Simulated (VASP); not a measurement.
# Gd: single point with r2SCAN

Gd:

```
Gd
1.0
     3.70731    0.00000    0.00000
    -1.85366    3.21063    0.00000
     0.00000    0.00000    5.89601
Gd
2
Direct
  0.66667 0.33333 0.75000
  0.33333 0.66667 0.25000
```

* Program: VASP 6.6.1
* Task: single point
* Functional: r2SCAN
* Potentials or basis: VASP PAW PBE potentials, release 64 (Gd)
* Cutoff: 520 eV
* k mesh: 8 × 8 × 5
* Occupations: fermi-dirac, width 0.05 eV
* Spin: collinear spin, ferromagnetic start
* Starting moments: [7.0, 7.0] μB

The pressure is -1.4 GPa and the net moment is 15.88 μB per cell. The site moments are Gd +7.08 μB and the valence electrons inside the program's atomic spheres are Gd 15.16.

Stress tensor (GPa, compression positive):
```
-1.76  0.00  0.00
 0.00 -1.76  0.00
 0.00  0.00 -0.61
```

Levels at points of the mesh, in eV from the Fermi level:
Spin up:
```
           k point  band 23  band 24  band 25  band 26  band 27  band 28  band 29
(0.00, 0.00, 0.00)    -5.61    -2.93     0.38     1.11     1.11     1.29     1.70
(0.50, 0.00, 0.00)    -2.78    -2.00    -1.49    -0.64     0.63     0.89     1.59
```
Spin down:
| k point | band 7 | band 8 | band 9 | band 10 | band 11 | band 12 | band 13 | band 14 |
| --- | --- | --- | --- | --- | --- | --- | --- | --- |
| (0.00, 0.00, 0.00) | -21.01 | -21.01 | -4.10 | -1.04 | 1.03 | 1.05 | 1.10 | 1.13 |
| (0.50, 0.00, 0.00) | -21.20 | -21.08 | -0.99 | -0.61 | -0.61 | 1.03 | 1.09 | 1.18 |

It took 11 min on 1 thread of AMD EPYC 7R13 Processor (Zen 3), with other jobs on the host, peak memory 0.26 GiB.

Caveat: the PAW data sets were made with another functional, which shifts forces and pressure a little; spin-orbit coupling is left out, which moves the levels of the heavy elements; semilocal functionals describe open f shells poorly, which spoils levels, moments and volumes. The state reached can hang on the start; a lower one may exist.
